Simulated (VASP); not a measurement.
Set up this calculation in VASP 6.6.1, as the native input.

```yaml
Task: single point
Functional: PBE
Potentials_or_basis: VASP PAW PBE potentials, release 64 (Tl_d)
Cutoff: 520 eV
k_mesh: 1 × 1 × 19
Occupations: gaussian, width 0.05 eV
Spin: collinear spin
Starting_moments: "[0.5, 0.5] μB"
Dipole_correction: no
Further_INCAR_settings: ALGO = Normal; EDIFF = 1e-06; NBANDS = 24
```

The structure of Tl lies in POSCAR:

```
Tl
1.0
   11.8000000000      0.0000000000      0.0000000000
    0.0000000000      9.3000000000      0.0000000000
    0.0000000000      0.0000000000      3.3175902714
Tl
2
Direct
    0.3806431386      0.5000000000      0.0000000000
    0.6193568614      0.5000000000      0.5000000000
```

The input as run:

INCAR

```
SYSTEM = Tl
PREC = Accurate ; ENCUT = 520
EDIFF = 1E-6 ; ISMEAR = 0
SIGMA = 0.05 ; LREAL = .False.
LASPH = .True. ; NELM = 150
ALGO = Normal ; ISIF = 2
LWAVE = .False. ; LCHARG = .True.
ISPIN = 2 ; MAGMOM = 0.5 0.5
LORBIT = 11 ; GGA = PE
LELF = .True. ; LVHAR = .True.
NBANDS = 24
```

KPOINTS

```
Automatic mesh
0
Gamma
  1 1 19
  0 0 0
```

Potentials or basis: VASP PAW PBE potentials, release 64 (Tl_d).

Run with:

```bash
$ cat potpaw_PBE.64/Tl_d/POTCAR > POTCAR
$ mpirun -np 1 vasp_std > vasp.out
```

Results of the run:

```json
{"Largest force": "0.088 eV/Å", "Band gap on the k mesh": "zero (filled and empty bands overlap)", "Net moment": "0.00 μB per cell", "Valence electrons inside the program's atomic spheres": "Tl 11.17"}
```

Caveat: spin-orbit coupling is left out, which moves the levels of the heavy elements.

Wall time 5.5 min on 1 thread of Intel(R) Xeon(R) Platinum 8259CL CPU @ 2.50GHz (Skylake/Cascade Lake) (shared host), peak memory 0.61 GiB.
